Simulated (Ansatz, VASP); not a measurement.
One calculation of YS, two programs

```
Y S
1.0
     0.00000    2.73447    2.73447
     2.73447    0.00000    2.73447
     2.73447    2.73447    0.00000
Y S
1 1
Cartesian
  2.7345 2.7345 2.7345
  0.0000 0.0000 0.0000
```

Change from the starting cell: volume scaled by 0.99, crystal datasets.

Alike in both runs: task electric field gradients; functional LDA; k mesh 8 × 8 × 8; occupations fermi-dirac, width 0.01 eV; no spin polarisation.

|  | VASP | Ansatz |
| --- | --- | --- |
| version | VASP 6.6.1 | Ansatz 0.2.0 |
| potentials or method | VASP PAW LDA potentials, release 64 (Y_sv, S), cutoff 520 eV | all-electron PAW with datasets made for the crystal, scalar-relativistic |

|  | VASP | Ansatz | Ansatz less VASP |
| --- | --- | --- | --- |
| pressure (GPa) | -2.8 | -2.8 | -0.03 |

LDA's correlation is that of Perdew and Zunger in VASP and of Perdew and Wang (1992) in Ansatz. Ansatz ran all-electron here, and VASP with PAW potentials.
